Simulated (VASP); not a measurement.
SrO (sol2): relaxation of the atoms with PBEsol

SrO (sol2):

```
Sr O
1.0
     0.00000    2.53559    2.53559
     2.53559    0.00000    2.53559
     2.53559    2.53559    0.00000
Sr O
1 1
Direct
  0.00000 0.00000 0.00000
  0.50000 0.50000 0.50000
```

This cell differs from its parent crystal: strained cell.

```yaml
Program: VASP 6.6.1
Task: relaxation of the atoms
Functional: PBEsol
Potentials_or_basis: VASP PAW PBE potentials, release 64 (Sr_sv, O)
Cutoff: 520 eV
k_mesh: 6 × 6 × 6
Occupations: gaussian, width 0.02 eV
Spin: no spin polarisation
Dipole_correction: no
Further_INCAR_settings: ALGO = Normal; EDIFF = 1e-07; IBRION = 2; EDIFFG = -0.002; NSW = 60
```

```json
{"Pressure after relaxing": "3.8 GPa", "Band gap on the k mesh": "3.12 eV, indirect (least direct gap 3.18 eV)"}
```

Final structure:
```
Sr O
1.0
     0.00000    2.53559    2.53559
     2.53559    0.00000    2.53559
     2.53559    2.53559    0.00000
Sr O
1 1
Direct
  0.00000 0.00000 0.00000
  0.50000 0.50000 0.50000
```

Levels at points of the mesh, in eV from the valence-band top:
| k point | band 5 | band 6 | band 7 | band 8 | band 9 | band 10 | band 11 | band 12 |
| --- | --- | --- | --- | --- | --- | --- | --- | --- |
| (0.00, 0.00, 0.00) | -13.70 | 0.00 | 0.00 | 0.00 | 4.12 | 6.25 | 6.25 | 6.25 |
| (0.50, 0.00, 0.00) | -12.49 | -2.31 | -1.24 | -1.24 | 6.67 | 8.62 | 9.08 | 9.08 |
| (0.50, 0.50, 0.00) | -14.13 | -0.36 | -0.06 | -0.06 | 3.12 | 8.08 | 10.47 | 10.59 |

Wall time 4.7 s on 1 thread of Intel(R) Xeon(R) 6975P-C (Granite Rapids) (shared host), peak memory 0.16 GiB.

Caveat: the cell differs from its parent crystal (strained cell); the relaxation stopped at its first step, so nothing moved; the PAW data sets were made with another functional, which shifts forces and pressure a little. A k mesh can miss the band edges.
